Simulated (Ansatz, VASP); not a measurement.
# One calculation of Al, two programs

```
CELL_PARAMETERS angstrom
2.78455 0.00000 0.00000
-1.39227 2.41149 0.00000
0.00000 0.00000 9.23885
ATOMIC_POSITIONS crystal
Al 0.00000 0.00000 0.00000
Al 0.33333 0.66667 0.25000
Al 0.00000 0.00000 0.50000
Al 0.66667 0.33333 0.75000
```

Alike in both runs: functional BLYP; dispersion D3(BJ); k mesh 9 × 9 × 3; occupations fermi-dirac, width 0.1 eV; no spin polarisation.

Ansatz relaxed the structure, and its values are those at the end. VASP's run is a single point on that final structure, the one shown.

|  | VASP | Ansatz |
| --- | --- | --- |
| version | VASP 6.6.1 | Ansatz 0.2.0 |
| potentials or method | VASP PAW PBE potentials, release 64 (Al) | plane waves, PAW |
| plane-wave cutoff (eV) | 520 | 420 |
| valence electrons in the cell | 12 | 12 |

VASP gave:

| Property | Result |
| --- | --- |
| pressure (GPa) | 0.2 |

**Question.** What did Ansatz give for the same quantities?

**Answer.** Pressure (GPa): 0.0.

VASP's potentials were made for PBE, not for BLYP. Ansatz's warnings: stress scf threshold loose.
